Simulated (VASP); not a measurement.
# Pt (Fm-3m) in VASP: a series of runs

The runs below take Pt through single point, relaxation of volume and atoms at fixed shape, with LDA.

All numbers are computed with VASP 6.6.1; they aren't measurements. Logs are shortened: lines on timing, memory, paths and dates and some standing lists are left out, and cuts for length are marked.

### 1 The cell of the first run

The structure is cubic, space group Fm-3m (No. 225). The conventional cell has a = 3.894 Å, b = 3.894 Å, c = 3.894 Å, α = 90.00°, β = 90.00°, γ = 90.00°. Within 3.6 Å of Pt (site symmetry m-3m) lie 12 Pt at 2.75 Å.

### 2 Single point, LDA

File INCAR:

```
PREC = Accurate
ENCUT = 520
EDIFF = 1E-6
ISMEAR = 0
SIGMA = 0.1
LREAL = F
LASPH = T
NELM = 80
ALGO = Normal
ISIF = 2
LWAVE = F
LCHARG = F
GGA = CA
NBANDS = 11
```

File KPOINTS:

```
regular mesh
0
Gamma
  19 19 19
```

File POSCAR:

```
Pt
1.0
    0.0000000000      1.9467584858      1.9467584858
    1.9467584858      0.0000000000      1.9467584858
    1.9467584858      1.9467584858      0.0000000000
Pt
1
Direct
    0.0000000000      0.0000000000      0.0000000000
```

Potentials or basis: VASP PAW LDA potentials, release 64 (Pt).

Command:

```bash
cat potpaw_LDA.64/Pt/POTCAR > POTCAR
mpirun -np 1 vasp_std > vasp.out
```

OUTCAR:

```text
PREC = Accurate
   ENCUT = 520
   EDIFF = 1E-6
   ISMEAR = 0
   LREAL = F
   LASPH = T
   NELM = 80
   ISIF = 2
   GGA = CA

 ion  position               nearest neighbor table
   1  0.000  0.000  0.000-

  LATTYP: Found a face centered cubic cell.
 ALAT       =     3.8935169716

  Lattice vectors:

 A1 = (   0.0000000000,   1.9467584858,   1.9467584858)
 A2 = (   1.9467584858,   0.0000000000,   1.9467584858)
 A3 = (   1.9467584858,   1.9467584858,   0.0000000000)

Analysis of symmetry for initial positions (statically):
=====================================================================
 Subroutine PRICEL returns:
 Original cell was already a primitive cell.

 Routine SETGRP: Setting up the symmetry group for a
 face centered cubic supercell.

 Subroutine GETGRP returns: Found 48 space group operations
 (whereof 48 operations were pure point group operations)
 out of a pool of 48 trial point group operations.

The static configuration has the point symmetry O_h .

Analysis of symmetry for dynamics (positions and initial velocities):
=====================================================================
 Subroutine PRICEL returns:
 Original cell was already a primitive cell.

 Routine SETGRP: Setting up the symmetry group for a
 face centered cubic supercell.

 Subroutine GETGRP returns: Found 48 space group operations
 (whereof 48 operations were pure point group operations)
 out of a pool of 48 trial point group operations.

The dynamic configuration has the point symmetry O_h .

 Subroutine INISYM returns: Found 48 space group operations
 (whereof 48 operations are pure point group operations),
 and found     1 'primitive' translations

----------------------------------------------------------------------------------------

                                     Primitive cell

  volume of cell :      14.7559

  direct lattice vectors                    reciprocal lattice vectors
     0.000000000  1.946758486  1.946758486    -0.256837201  0.256837201  0.256837201
     1.946758486  0.000000000  1.946758486     0.256837201 -0.256837201  0.256837201
     1.946758486  1.946758486  0.000000000     0.256837201  0.256837201 -0.256837201

  length of vectors
     2.753132253  2.753132253  2.753132253     0.444855081  0.444855081  0.444855081

  position of ions in fractional coordinates (direct lattice)
     0.000000000  0.000000000  0.000000000

  ion indices of the primitive-cell ions
   primitive index   ion index
                 1           1

----------------------------------------------------------------------------------------

 KPOINTS: regular mesh

Automatic generation of k-mesh.
 Grid dimensions read from file:
 generate k-points for:   19   19   19

 Generating k-lattice:

  Cartesian coordinates                     Fractional coordinates (reciprocal lattice)
    -0.013517747  0.013517747  0.013517747     0.052631579  0.000000000  0.000000000
     0.013517747 -0.013517747  0.013517747     0.000000000  0.052631579  0.000000000
     0.013517747  0.013517747 -0.013517747     0.000000000  0.000000000  0.052631579

  Length of vectors
     0.023413425  0.023413425  0.023413425

  Shift w.r.t. Gamma in fractional coordinates (k-lattice)
     0.000000000  0.000000000  0.000000000

 Subroutine IBZKPT returns following result:
 ===========================================

 Found    220 irreducible k-points:

 Following reciprocal coordinates:
            Coordinates               Weight
  0.000000  0.000000  0.000000      1.000000
  0.052632  0.000000  0.000000      8.000000
  0.105263  0.000000  0.000000      8.000000
  0.157895  0.000000  0.000000      8.000000
  0.210526  0.000000  0.000000      8.000000
  0.263158  0.000000  0.000000      8.000000
[... 16 lines left out ...]
 -0.315789  0.052632  0.000000     24.000000
 -0.263158  0.052632  0.000000     24.000000
 [... further k-points ...]
   k-points           NKPTS =    220   k-points in BZ     NKDIM =    220   number of bands    NBANDS=     11
   number of dos      NEDOS =    301   number of ions     NIONS =      1
   total plane-waves  NPLWV =   8000
   dimension x,y,z NGX =    20 NGY =   20 NGZ =   20
   dimension x,y,z NGXF=    40 NGYF=   40 NGZF=   40
   ions per type =               1
   NGX,Y,Z   is equivalent  to a cutoff of  12.08, 12.08, 12.08 a.u.
   NGXF,Y,Z  is equivalent  to a cutoff of  24.15, 24.15, 24.15 a.u.
 SYSTEM =  unknown system
   PREC   = accura    normal or accurate (medium, high low for compatibility)
   ISTART =      0    job   : 0-new  1-cont  2-samecut
   ICHARG =      2    charge: 1-file 2-atom 10-const
   ISPIN  =      1    spin polarized calculation?
   LNONCOLLINEAR =      F non collinear calculations
   LSORBIT =      F    spin-orbit coupling
   LASPH  =      T    aspherical Exc in radial PAW
   ENCUT  =  520.0 eV  38.22 Ry    6.18 a.u.   5.12  5.12  5.12*2*pi/ulx,y,z
   NELM   =     80;   NELMIN=  2; NELMDL= -5     # of ELM steps
   EDIFF  = 0.1E-05   stopping-criterion for ELM
   LREAL  =      F    real-space projection
   EDIFFG = 0.1E-04   stopping-criterion for IOM
   NSW    =      0    number of steps for IOM
   IBRION =     -1    ionic relax: 0-MD 1-quasi-New 2-CG
   NFREE  =      0    steps in history (QN), initial steepest desc. (CG)
   ISIF   =      2    stress and relaxation
   ISYM   =      2    0-nonsym 1-usesym 2-fastsym
   POTIM  = 0.5000    time-step for ionic-motion
   TEBEG  =    0.0;   TEEND  =   0.0 temperature during run
   PSTRESS=    0.0 pullay stress
   NELECT =      10.0000    total number of electrons
   NUPDOWN=      -1.0000    fix difference up-down
   EMIN   =  10.00;   EMAX   =-10.00  energy-range for DOS
   EFERMI =   0.00;   METHOD = LEGACY
   ISMEAR =     0;   SIGMA  =   0.10  broadening in eV -4-tet -1-fermi 0-gaus
   EFERMI_NEDOS =   21; number of points for ismear=-14 and -15
   IALGO  =     38    algorithm
   IMIX   =      4    mixing-type and parameters
     AMIX     =   0.40;   BMIX     =  1.00
     AMIX_MAG =   1.60;   BMIX_MAG =  1.00
  volume/ion in A,a.u.               =      14.76        99.58
  Fermi-wavevector in a.u.,A,eV,Ry     =   1.437980  2.717388 28.133931  2.067786
  Thomas-Fermi vector in A             =   2.556997
   LORBIT       =      0    0 simple, 1 ext, 2 COOP (PROOUT), +10 PAW based schemes
   GGA     = CA    functional components
   LHFCALC =     F    Hartree Fock is set to
   AEXX    =    0.0000 exact exchange contribution
   IVDW    =     0    specifies the selected vdW correction
   LEPSILON=     F    determine dielectric tensor
   LRPA    =     F    only Hartree local field effects (RPA)
 non-spin polarized calculation
 Gauss-broadening in eV      SIGMA  =   0.10
  energy-cutoff  :      520.00
  volume of cell :       14.76
 maximum number of plane-waves:       411
   NGX = 11   NGY = 11   NGZ = 11

 number of electron      10.0000000 magnetization

 Free energy of the ion-electron system (eV)
  ---------------------------------------------------
  ext. energy  EPLUGINS =         0.00000000
  ---------------------------------------------------
  free energy    TOTEN  =        -7.51068700 eV

  energy without entropy =       -7.50046980  energy(sigma->0) =       -7.50557840

 E-fermi :  11.5555     XC(G=0): -13.8143

 val. band max:       11.5531956083   @ k =   0.4737   0.3684   0.0526
 cond. band min:      11.5614781457   @ k =   0.4211   0.1579   0.0000
 fundamental gap:      0.0082825374
 Fermi energy:        11.5555006313

 k-point     1 :       0.0000    0.0000    0.0000
  band No.  band energies     occupation
      1       1.0765      2.00000
      2       7.6111      2.00000
      3       7.6111      2.00000
      4       7.6111      2.00000
      5       9.8853      2.00000
      6       9.8853      2.00000
      7      26.1245      0.00000
      8      31.1723      0.00000
      9      31.1723      0.00000
     10      31.1723      0.00000
     11      36.7061      0.00000

 k-point     2 :       0.0526    0.0000    0.0000
  band No.  band energies     occupation
      1       1.1909      2.00000
      2       7.5584      2.00000
      3       7.6577      2.00000
      4       7.6577      2.00000
      5       9.8582      2.00000
      6       9.8582      2.00000
      7      26.3076      0.00000
      8      30.5744      0.00000
      9      31.3520      0.00000
     10      31.3520      0.00000
     11      37.3838      0.00000

 k-point     3 :       0.1053    0.0000    0.0000
  band No.  band energies     occupation
      1       1.5248      2.00000
      2       7.4210      2.00000
      3       7.7818      2.00000
      4       7.7818      2.00000
      5       9.7974      2.00000
      6       9.7974      2.00000
      7      26.8140      0.00000
      8      29.2863      0.00000
      9      31.8768      0.00000
     10      31.8768      0.00000
     11      38.3782      0.00000

 k-point     4 :       0.1579    0.0000    0.0000
  band No.  band energies     occupation
      1       2.0452      2.00000
      2       7.2591      2.00000
      3       7.9309      2.00000
      4       7.9309      2.00000
      5       9.7664      2.00000
      6       9.7664      2.00000
      7      27.4922      0.00000
      8      27.8006      0.00000
      9      32.7025      0.00000
     10      32.7025      0.00000
     11      37.0724      0.00000
[... 239 lines left out ...]
 k-point    22 :      -0.3684    0.0526    0.0000
  band No.  band energies     occupation
      1       4.0492      2.00000
      2       7.6434      2.00000
      3       7.7507      2.00000
      4       8.9304      2.00000
      5      10.9158      2.00000
      6      11.6483      0.18952
      7      20.1456      0.00000
      8      26.4588      0.00000
      9      30.9010      0.00000
     10      32.3464      0.00000
     11      37.7051      0.00000

 k-point    23 :      -0.3158    0.0526    0.0000
  band No.  band energies     occupation
      1       3.9199      2.00000
      2       7.7614      2.00000
      3       7.8823      2.00000
      4       8.0055      2.00000
      5      10.4270      2.00000
      6      11.1541      2.00000
      7      22.0875      0.00000
      8      27.0989      0.00000
      9      31.7698      0.00000
     10      33.8835      0.00000
     11      36.0021      0.00000

 k-point    24 :      -0.2632    0.0526    0.0000
  band No.  band energies     occupation
      1       3.5699      2.00000
      2       7.3209      2.00000
      3       7.9510      2.00000
      4       8.0196      2.00000
      5       9.9595      2.00000
      6      10.6732      2.00000
      7      24.0059      0.00000
      8      27.8162      0.00000
      9      32.6728      0.00000
     10      34.5761      0.00000
     11      35.7201      0.00000

 [... further k-points ...]
[... 5 lines left out ...]
  --------------------------------------------------------------------------------------
  -------------------------------------------------------------------------------------
  Total        0.0729547      0.0729547      0.0729547     -0.0000000      0.0000000     -0.0000000
  in kB        7.9213167      7.9213167      7.9213167     -0.0000000      0.0000000     -0.0000000
  external PRESSURE =       7.9213167 kB  Pullay stress =       0.0000000 kB

 VOLUME and BASIS-vectors are now :
 -----------------------------------------------------------------------------
  energy-cutoff  :      520.00
  volume of cell :       14.76
      direct lattice vectors                 reciprocal lattice vectors
     0.000000000  1.946758486  1.946758486    -0.256837201  0.256837201  0.256837201
     1.946758486  0.000000000  1.946758486     0.256837201 -0.256837201  0.256837201
     1.946758486  1.946758486  0.000000000     0.256837201  0.256837201 -0.256837201

 POSITION                                       TOTAL-FORCE (eV/Angst)
 -----------------------------------------------------------------------------------
      0.00000      0.00000      0.00000        -0.000000     -0.000000     -0.000000
 -----------------------------------------------------------------------------------
    total drift:                                0.000000      0.000000     -0.000000

  FREE ENERGIE OF THE ION-ELECTRON SYSTEM (eV)
  ---------------------------------------------------
  free  energy   TOTEN  =        -7.5106870023 eV

  energy  without entropy=       -7.5004697980  energy(sigma->0) =       -7.50557840
```

Wall time 58 s (1 thread of Intel Xeon 8259CL, shared host); peak memory 0.15 GiB.

What came out:

```yaml
Free_energy: -7.5107 eV
Pressure: 0.8 GPa
Band_gap_on_the_k_mesh: zero (bands 5 and 6 overlap by 2.28 eV)
```

Levels at points of the mesh, in eV from the Fermi level:
```csv
k point,band 2,band 3,band 4,band 5,band 6,band 7,band 8,band 9
"(0.00, 0.00, 0.00)",-3.94,-3.94,-3.94,-1.67,-1.67,14.57,19.62,19.62
```

Caveat: spin-orbit coupling is left out, which moves the levels of the heavy elements.

### 3 Relaxation of volume and atoms at fixed shape, LDA

This run uses another cell than the first one, of 15.08 Å³/atom.

File INCAR:

```
SYSTEM = Pt
PREC = Accurate
ENCUT = 600
EDIFF = 1E-6
ISMEAR = 0
SIGMA = 0.1
LREAL = .False.
LASPH = .True.
NELM = 60
ALGO = Normal
ISIF = 8
LWAVE = .False.
LCHARG = .False.
IBRION = 2
NSW = 60
EDIFFG = -0.02
```

File KPOINTS:

```
regular mesh
0
Gamma
  19 19 19
  0 0 0
```

File POSCAR:

```
Pt
1.0
    0.0000000000      1.9609000000      1.9609000000
    1.9609000000      0.0000000000      1.9609000000
    1.9609000000      1.9609000000      0.0000000000
Pt
1
Direct
    0.0000000000      0.0000000000      0.0000000000
```

Potentials or basis: VASP PAW LDA potentials, release 64 (Pt).

Command:

```bash
cat potpaw_LDA.64/Pt/POTCAR > POTCAR
mpirun -np 1 vasp_std > vasp.out
```

Wall time 100 s (1 thread of Intel Xeon 8259CL, shared host); peak memory 0.18 GiB.

The run converged. Its results:

| Quantity | Value |
| --- | --- |
| Free energy | -7.5109 eV |
| Relaxed volume | 14.81 Å³/atom |
| Relaxed cell | a = 2.756 Å, b = 2.756 Å, c = 2.756 Å, α = 60.00°, β = 60.00°, γ = 60.00° |
| Space group after relaxing (to 0.1 Å) | Fm-3m (No. 225) |
| Energy gained by relaxing | 4.9 meV/atom |
| Ionic steps | 3 |
| Pressure after relaxing | -0.1 GPa |
| Band gap on the k mesh | zero (bands 5 and 6 overlap by 2.27 eV) |

Step by step:
| step | energy change (eV) | largest force (eV/Å) | pressure (GPa) | volume (Å³) |
| --- | --- | --- | --- | --- |
| 1 | 0.0000 | 0.0000 | -5.49 | 15.08 |
| 2 | 0.0441 | 0.0000 | 20.38 | 13.98 |
| 3 | -0.0049 | 0.0000 | -0.13 | 14.81 |

Final structure:
```cif
data_structure
_symmetry_space_group_name_H-M 'P 1'
_symmetry_Int_Tables_number 1
_cell_length_a 2.7562
_cell_length_b 2.7562
_cell_length_c 2.7562
_cell_angle_alpha 60.000
_cell_angle_beta 60.000
_cell_angle_gamma 60.000
_cell_volume 14.81
loop_
_atom_site_label
_atom_site_type_symbol
_atom_site_fract_x
_atom_site_fract_y
_atom_site_fract_z
_atom_site_occupancy
Pt1 Pt 0.00000 0.00000 0.00000 1
```

Levels at points of the mesh, in eV from the Fermi level:
| k point | band 1 | band 2 | band 3 | band 4 | band 5 | band 6 | band 7 | band 8 | band 9 |
| --- | --- | --- | --- | --- | --- | --- | --- | --- | --- |
| (0.00, 0.00, 0.00) | -10.44 | -3.92 | -3.92 | -3.92 | -1.66 | -1.66 | 14.58 | 19.61 | 19.61 |

Caveat: spin-orbit coupling is left out, which moves the levels of the heavy elements.
